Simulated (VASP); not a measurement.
# Li (P1) in VASP: notebook, part 3 of 3

VASP 6.6.1. The steps go on from the part before.

## (5) Single point, PBEsol

INCAR reads:

```
PREC = Accurate
ENCUT = 520
EDIFF = 1E-6
ISMEAR = -1
SIGMA = 0.11
LREAL = Auto
LASPH = True
NELM = 100
ALGO = Normal
ISIF = 2
LWAVE = False
LCHARG = False
GGA = PS
NBANDS = 38
```

KPOINTS reads:

```
Automatic mesh
0
Gamma
  2 2 2
```

POSCAR reads:

```
Li
1.0
    7.2053150000      0.0000000000      0.0000000000
    0.0000000000      7.2053150000      0.0000000000
    0.0000000000      0.0000000000      7.2053150000
Li
16
Direct
    0.0123519929      0.1060605955      0.1244914344
    0.5567417941     -0.0172233969     -0.0344467938
   -0.0143227604      0.5293592300     -0.0271743845
    0.0595671390      0.0449251698      0.4788409667
    0.3035953321      0.3345447076      0.2091095254
    0.5109145124      0.4258939408     -0.0471735101
    0.4988400923      0.0011380488      0.4725955770
    0.7142505220      0.3237748801      0.3267310312
    0.0572077695      0.4837956425      0.5072089145
    0.2212810960      0.7315988267      0.2307046951
    0.2720491748      0.2737701266      0.7344717060
    0.4562326560      0.6229290461      0.4762595390
    0.8156756505      0.7974807486      0.2318982584
    0.7602582260      0.2269297040      0.7293366078
    0.2134119050      0.8065296243      0.8101658290
    0.7917766260      0.7979665011      0.6585694033
```

Potentials or basis: VASP PAW PBE potentials, release 64 (Li_sv).

Command:

```bash
$ cat potpaw_PBE.64/Li_sv/POTCAR > POTCAR
$ mpirun -np 1 vasp_std > vasp.out
```

OUTCAR:

```text
PREC = Accurate
   ENCUT = 520
   EDIFF = 1E-6
   ISMEAR = -1
   LREAL = Auto
   LASPH = True
   NELM = 100
   ISIF = 2
   GGA = PS

 ion  position               nearest neighbor table
   1  0.012  0.106  0.124-
   2  0.557  0.983  0.966-
   3  0.986  0.529  0.973-
[... 532 lines left out ...]
  --------------------------------------------------------------------------------------
  -------------------------------------------------------------------------------------
  Total       -1.6248226     -2.8414596     -2.0035248      1.3327201     -0.5222926      0.8909784
  in kB       -6.9591729    -12.1700723     -8.5811677      5.7080873     -2.2369976      3.8160920
  external PRESSURE =      -9.2368043 kB  Pullay stress =       0.0000000 kB

 VOLUME and BASIS-vectors are now :
 -----------------------------------------------------------------------------
  energy-cutoff  :      520.00
  volume of cell :      374.08
      direct lattice vectors                 reciprocal lattice vectors
     7.205315000  0.000000000  0.000000000     0.138786438  0.000000000  0.000000000
     0.000000000  7.205315000  0.000000000     0.000000000  0.138786438  0.000000000
     0.000000000  0.000000000  7.205315000     0.000000000  0.000000000  0.138786438

 POSITION                                       TOTAL-FORCE (eV/Angst)
 -----------------------------------------------------------------------------------
      0.08900      0.76420      0.89700        -0.064323      0.103691     -0.667460
      4.01150      7.08121      6.95711        -0.167766      0.027180      0.257681
      7.10211      3.81420      7.00951        -0.124052     -0.285604     -0.022066
      0.42920      0.32370      3.45020         0.050515     -0.108417      0.195546
      2.18750      2.41050      1.50670        -0.194862     -0.300634      0.414091
      3.68130      3.06870      6.86542         0.452678      0.745694     -0.080601
[... 8 lines left out ...]
      1.53770      5.81130      5.83750         0.053407      0.058105     -0.160955
      5.70500      5.74960      4.74520         0.110852     -0.194668      0.187329
 -----------------------------------------------------------------------------------
    total drift:                                0.000386      0.000253     -0.010114

  FREE ENERGIE OF THE ION-ELECTRON SYSTEM (eV)
  ---------------------------------------------------
  free  energy   TOTEN  =       -29.7123585283 eV

  energy  without entropy=      -29.3442092559  energy(sigma->0) =      -29.52828389
```

It took 87 s on 1 thread of Intel Xeon 6975P-C (Granite Rapids), shared host; peak memory 0.37 GiB.

What came out:

```yaml
Free_energy: -29.7124 eV
Largest_force: 0.876 eV/Å
Band_gap_on_the_k_mesh: zero (band 24 reaches 0.51 eV, above the bottom of band 25 at -0.27 eV)
```

Forces in eV/Å, atoms in the order of the input:
```
Li  -0.064  0.104 -0.667
Li  -0.168  0.027  0.258
Li  -0.124 -0.286 -0.022
Li   0.051 -0.108  0.196
Li  -0.195 -0.301  0.414
Li   0.453  0.746 -0.081
Li  -0.183  0.345 -0.126
Li   0.115  0.019 -0.124
Li  -0.227  0.182 -0.110
Li   0.007  0.308 -0.219
Li  -0.060 -0.258 -0.033
Li   0.247 -0.393  0.428
Li  -0.272 -0.277  0.146
Li   0.257  0.028 -0.086
Li   0.053  0.058 -0.161
Li   0.111 -0.195  0.187
```

Caveat: the k points lie up to 0.44 Å⁻¹ apart; the cutoff is under 1.25 times the usual one of these potentials, so pressure, stress and relaxed cells hold a basis-set (Pulay) error; the PAW data sets were made with another functional, which shifts forces and pressure a little.

## (6) Single point, PBEsol

INCAR reads:

```
SYSTEM = Li
  PREC = Accurate
  ENCUT = 520
  EDIFF = 1E-6
  ISMEAR = -1
  SIGMA = 0.11
  LREAL = Auto
  LASPH = .TRUE.
  NELM = 100
  ALGO = Normal
  ISIF = 2
  LWAVE = .FALSE.
  LCHARG = .TRUE.
  GGA = PS
  LELF = .TRUE.
  LVHAR = .TRUE.
  NBANDS = 38
```

KPOINTS reads:

```
Automatic mesh
0
G
  2 2 2
  0 0 0
```

POSCAR reads:

```
Li
1.0
    7.2053150000      0.0000000000      0.0000000000
    0.0000000000      7.2053150000      0.0000000000
    0.0000000000      0.0000000000      7.2053150000
Li
16
Direct
    0.0783171867      0.0822448429      0.0616905715
    0.4793267192      0.0137676146      0.0305052590
   -0.0382079062      0.4373577005      0.0298668414
    0.0311297979      0.0188610769      0.4670441195
    0.3295900318      0.3485760165      0.3069955998
    0.4996311750      0.5820980762      0.0258142774
    0.4790769036     -0.0189998633      0.4101694374
    0.7354570897      0.3283270752      0.3063988181
    0.0531274483      0.5290816571      0.5349662020
    0.2017677229      0.7393986245      0.2257777765
    0.3368763198      0.2545620837      0.7587593325
    0.4886254105      0.6104799027      0.5182979509
    0.8093469890      0.7443533003      0.2115521667
    0.7532772682      0.2423766345      0.7445753586
    0.2647628868      0.7898197372      0.7556505163
    0.7348325507      0.8414899279      0.7697095824
```

Potentials or basis: VASP PAW PBE potentials, release 64 (Li_sv).

Command:

```bash
$ cat potpaw_PBE.64/Li_sv/POTCAR > POTCAR
$ mpirun -np 1 vasp_std > vasp.out
```

Wall time 95 s (1 thread of Intel Xeon 6975P-C (Granite Rapids), shared host); peak memory 0.37 GiB.

It converged, with:

| Quantity | Value |
| --- | --- |
| Free energy | -30.0272 eV |
| Largest force | 0.588 eV/Å |
| Band gap on the k mesh | zero (band 24 reaches 0.52 eV, above the bottom of band 25 at -0.20 eV) |

Forces on the atoms (eV/Å):
```
Li  -0.131 -0.192 -0.107
Li   0.233  0.083  0.129
Li   0.366  0.346 -0.303
Li   0.033  0.161  0.142
Li  -0.328 -0.301 -0.224
Li   0.048 -0.253 -0.165
Li   0.056  0.093  0.284
Li  -0.059 -0.238  0.084
Li  -0.262 -0.070  0.040
Li   0.189 -0.058 -0.023
Li  -0.179  0.148 -0.197
Li   0.372 -0.152 -0.006
Li  -0.215  0.295  0.230
Li  -0.095  0.142 -0.080
Li  -0.254  0.210  0.240
Li   0.226 -0.214 -0.044
```

Levels at points of the mesh, in eV from the Fermi level:
```
           k point  band 20  band 21  band 22  band 23  band 24  band 25  band 26  band 27
(0.00, 0.00, 0.00)    -0.98    -0.94    -0.85    -0.81     0.43     0.47     0.52     0.55
(0.50, 0.00, 0.00)    -0.59    -0.55    -0.47    -0.37    -0.31    -0.26    -0.17     0.97
(0.00, 0.50, 0.00)    -0.55    -0.53    -0.43    -0.40    -0.36    -0.29    -0.23     1.15
(0.00, 0.00, 0.50)    -0.59    -0.51    -0.46    -0.43    -0.33    -0.28    -0.17     1.01
(0.50, 0.50, 0.00)    -1.98    -0.21    -0.05    -0.05     0.05     0.21     0.34     0.45
(0.00, 0.50, 0.50)    -1.96    -0.22    -0.11     0.04     0.08     0.20     0.25     0.49
(0.50, 0.00, 0.50)    -1.90    -0.18    -0.06     0.00     0.08     0.12     0.32     0.34
(0.50, 0.50, 0.50)    -1.58    -1.46    -1.45    -1.35    -1.29     1.81     1.87     1.98
```

Caveat: the k points lie up to 0.44 Å⁻¹ apart; the cutoff is under 1.25 times the usual one of these potentials, so pressure, stress and relaxed cells hold a basis-set (Pulay) error; the PAW data sets were made with another functional, which shifts forces and pressure a little.

## (7) Single point, PBEsol

INCAR reads:

```
  PREC = Accurate
  ENCUT = 520
  EDIFF = 1E-7
  ISMEAR = -1
  SIGMA = 0.11
  LREAL = Auto
  LASPH = True
  NELM = 100
  ALGO = Normal
  ISIF = 2
  LWAVE = False
  LCHARG = True
  GGA = PS
  LELF = True
  LVHAR = True
  NBANDS = 38
```

KPOINTS reads:

```
regular mesh
0
Gamma
  2 2 2
```

POSCAR reads:

```
Li
1.0
    7.2053150000      0.0000000000      0.0000000000
    0.0000000000      7.2053150000      0.0000000000
    0.0000000000      0.0000000000      7.2053150000
Li
16
Direct
   -0.0078136764      0.0564722014      0.0339610413
    0.5060153512      0.0233438788      0.0475065976
    0.0156412315      0.5447645245      0.0207763297
   -0.0175287271      0.1009532546      0.5242518891
    0.2323146178      0.2699118637      0.2618067357
    0.5035588312      0.5470406221      0.0053849138
    0.4401611866      0.0000555146      0.5201299319
    0.7238129076      0.2437506202      0.2804318756
   -0.0069254432      0.5597812171      0.5538550362
    0.2571573901      0.7485724080      0.2845815901
    0.2952126312      0.3131854749      0.6759871012
    0.5448894323      0.5238494084      0.4791601755
    0.7665174944      0.7888898681      0.3060934879
    0.7151526339      0.2942411262      0.7662676788
    0.2563663074      0.8305674353      0.7769958704
    0.7842266438      0.8398383693      0.7524584283
```

Potentials or basis: VASP PAW PBE potentials, release 64 (Li_sv).

Command:

```bash
$ cat potpaw_PBE.64/Li_sv/POTCAR > POTCAR
$ mpirun -np 1 vasp_std > vasp.out
```

OUTCAR:

```text
PREC = Accurate
   ENCUT = 520
   EDIFF = 1E-7
   ISMEAR = -1
   LREAL = Auto
   LASPH = True
   NELM = 100
   ISIF = 2
   GGA = PS

 ion  position               nearest neighbor table
   1  0.992  0.056  0.034-
   2  0.506  0.023  0.048-
   3  0.016  0.545  0.021-
   4  0.982  0.101  0.524-
   5  0.232  0.270  0.262-
   6  0.504  0.547  0.005-
   7  0.440  0.000  0.520-  15 2.58
   8  0.724  0.244  0.280-
   9  0.993  0.560  0.554-
  10  0.257  0.749  0.285-
  11  0.295  0.313  0.676-
  12  0.545  0.524  0.479-
  13  0.767  0.789  0.306-
  14  0.715  0.294  0.766-
  15  0.256  0.831  0.777-   7 2.58
  16  0.784  0.840  0.752-

  LATTYP: Found a simple cubic cell.
 ALAT       =     7.2053150000

  Lattice vectors:

[... 185 lines left out ...]
  free energy    TOTEN  =       -30.24271960 eV

  energy without entropy =      -29.83293638  energy(sigma->0) =      -30.03782799

 E-fermi :   0.1056     XC(G=0):  -6.6693

 val. band max:        0.0423089778   @ k =   0.0000   0.5000   0.5000
 cond. band min:       0.1342506399   @ k =   0.5000   0.5000   0.0000
 fundamental gap:      0.0919416620
 Fermi energy:         0.1055816534

 k-point     1 :       0.0000    0.0000    0.0000
  band No.  band energies     occupation
      1     -46.2160      2.00000
      2     -46.1322      2.00000
      3     -46.0509      2.00000
      4     -46.0457      2.00000
      5     -45.9838      2.00000
      6     -45.9753      2.00000
[... 301 lines left out ...]
     35       2.7773      0.00000
     36       2.8845      0.00000
 [bands above 36 left out]

------------------------ aborting loop because EDIFF is reached ----------------------------------------

  FORCE on cell =-STRESS in cart. coord.  units (eV):
  Direction    XX          YY          ZZ          XY          YZ          ZX
  --------------------------------------------------------------------------------------
  -------------------------------------------------------------------------------------
  Total       -2.5902963     -2.9840272     -2.5107081      0.2739241      0.2584081     -0.0522286
  in kB      -11.0943308    -12.7806941    -10.7534519      1.1732267      1.1067712     -0.2236968
  external PRESSURE =     -11.5428256 kB  Pullay stress =       0.0000000 kB

 VOLUME and BASIS-vectors are now :
 -----------------------------------------------------------------------------
  energy-cutoff  :      520.00
  volume of cell :      374.08
      direct lattice vectors                 reciprocal lattice vectors
     7.205315000  0.000000000  0.000000000     0.138786438  0.000000000  0.000000000
     0.000000000  7.205315000  0.000000000     0.000000000  0.138786438  0.000000000
     0.000000000  0.000000000  7.205315000     0.000000000  0.000000000  0.138786438

 POSITION                                       TOTAL-FORCE (eV/Angst)
 -----------------------------------------------------------------------------------
      7.14902      0.40690      0.24470         0.096639     -0.095149     -0.134759
      3.64600      0.16820      0.34230        -0.074569     -0.020324     -0.121294
      0.11270      3.92520      0.14970        -0.191402     -0.114385     -0.088074
      7.07901      0.72740      3.77740         0.159152     -0.240483      0.007244
      1.67390      1.94480      1.88640         0.219786      0.199556      0.043446
      3.62830      3.94160      0.03880         0.026163      0.061402      0.051931
[... 8 lines left out ...]
      1.84720      5.98450      5.59850        -0.220447     -0.259129      0.123395
      5.65060      6.05130      5.42170        -0.315930     -0.127437      0.069086
 -----------------------------------------------------------------------------------
    total drift:                                0.011183     -0.008963     -0.003094

  FREE ENERGIE OF THE ION-ELECTRON SYSTEM (eV)
  ---------------------------------------------------
  free  energy   TOTEN  =       -30.2427195953 eV

  energy  without entropy=      -29.8329363837  energy(sigma->0) =      -30.03782799
```

stdout:

```text
POSCAR found type information on POSCAR Li
 POSCAR found :  1 types and      16 ions
 scaLAPACK will be used
 -----------------------------------------------------------------------------
|                                                                             |
|                                                                             |
|     You enforced a specific xc type in the INCAR file but a different       |
|     I HOPE YOU KNOW WHAT YOU ARE DOING!                                     |
|                                                                             |
 -----------------------------------------------------------------------------

 LDA part: xc-table for (Slater+PW92), standard interpolation
 POSCAR, INCAR and KPOINTS ok, starting setup
 FFT: planning ... GRIDC
 FFT: planning ... GRID_SOFT
 FFT: planning ... GRID
 WAVECAR not read
 entering main loop
```

Run time: 94 s. Hardware: 1 thread of Intel Xeon 6975P-C (Granite Rapids), shared host; peak memory 0.38 GiB.

What came out:

```yaml
Free_energy: -30.2427 eV
Largest_force: 0.608 eV/Å
Band_gap_on_the_k_mesh: zero (band 24 reaches 0.51 eV, above the bottom of band 25 at -0.25 eV)
```

Forces in eV/Å, atoms in the order of the input:
```
Li   0.097 -0.095 -0.135
Li  -0.075 -0.020 -0.121
Li  -0.191 -0.114 -0.088
Li   0.159 -0.240  0.007
Li   0.220  0.200  0.043
Li   0.026  0.061  0.052
Li   0.520  0.131 -0.287
Li  -0.004  0.238  0.026
Li   0.074 -0.169 -0.113
Li  -0.160  0.148  0.019
Li  -0.183  0.032  0.494
Li  -0.119  0.189  0.091
Li   0.059  0.190 -0.223
Li   0.114 -0.162  0.042
Li  -0.220 -0.259  0.123
Li  -0.316 -0.127  0.069
```

Caveat: the k points lie up to 0.44 Å⁻¹ apart; the cutoff is under 1.25 times the usual one of these potentials, so pressure, stress and relaxed cells hold a basis-set (Pulay) error; the PAW data sets were made with another functional, which shifts forces and pressure a little.
